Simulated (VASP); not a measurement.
# ZnSi3N: relaxation of cell and atoms with PBE

ZnSi3N:

```
Zn Si N
1.0
     4.22133    0.00000    0.00000
    -2.11066    3.65578    0.00000
     0.00000    0.00000    4.82306
Zn Si N
1 3 1
Direct
  0.66667 0.33333 0.00000
  0.33333 0.66667 0.50000
  0.33333 0.66667 0.00000
  0.00000 0.00000 0.50000
  0.66667 0.33333 0.50000
```

The cell was generated, and may not be a known phase.

| Property | Result |
| --- | --- |
| Program | VASP 6.6.1 |
| Task | relaxation of cell and atoms |
| Functional | PBE |
| Potentials or basis | VASP PAW PBE potentials, release 64 (Zn, Si, N) |
| Cutoff | 600 eV |
| k mesh | 12 × 12 × 8 |
| Occupations | gaussian, width 0.1 eV |
| Spin | no spin polarisation |
| Dipole correction | no |
| Further INCAR settings | ALGO = Normal; EDIFF = 1e-06; IBRION = 2; EDIFFG = -0.01; NSW = 100; ISIF = 3 |

* Relaxed volume: 14.87 Å³/atom
* Relaxed cell: a = 4.176 Å, b = 4.176 Å, c = 4.923 Å, α = 90.00°, β = 90.00°, γ = 120.00°
* Space group after relaxing (to 0.1 Å): P-6m2 (No. 187)
* Energy gained by relaxing: 2.3 meV/atom
* Ionic steps: 5
* Pressure after relaxing: 0.0 GPa
* Band gap on the k mesh: zero (an odd number of electrons rules out a gap without spin polarisation)

Stress tensor (GPa, compression positive):
```
 0.07  0.00  0.00
 0.00  0.07  0.00
 0.00  0.00 -0.02
```

The path:
| step | energy change (eV) | largest force (eV/Å) | pressure (GPa) | volume (Å³) |
| --- | --- | --- | --- | --- |
| 1 | 0.0000 | 0.0000 | -0.46 | 74.43 |
| 2 | -0.0066 | 0.0000 | 0.22 | 73.96 |
| 3 | -0.0083 | 0.0000 | 0.83 | 73.59 |
| 4 | -0.0116 | 0.0000 | 0.20 | 74.23 |
| 5 | -0.0117 | 0.0000 | 0.04 | 74.37 |

Final structure:
```xyz
5
Lattice="4.1763 0.0000 0.0000 -2.0882 3.6168 0.0000 0.0000 0.0000 4.9233" Properties=species:S:1:pos:R:3 pbc="T T T"
Zn    2.0882    1.2056    0.0000
Si    0.0000    2.4112    2.4617
Si    0.0000    2.4112    0.0000
Si    0.0000    0.0000    2.4617
N     2.0882    1.2056    2.4617
```

Levels at points of the mesh, in eV from the Fermi level:
```csv
k point,band 12,band 13,band 14,band 15,band 16,band 17
"(0.00, 0.00, 0.00)",-2.55,-2.55,-1.69,-0.63,1.63,1.63
"(0.50, 0.00, 0.00)",-3.51,-2.92,-0.23,0.54,0.80,2.00
"(0.00, 0.00, 0.50)",-2.35,-1.93,-1.54,0.48,0.48,0.66
"(0.50, 0.00, 0.50)",-1.24,-0.85,-0.13,1.03,1.61,2.38
```

Run time: 4 min on 1 thread of Intel(R) Xeon(R) 6975P-C (Granite Rapids), on a shared host, peak memory 0.34 GiB.

Caveat: an odd number of electrons without spin polarisation forces a metal; a magnetic or distorted state may lie lower.
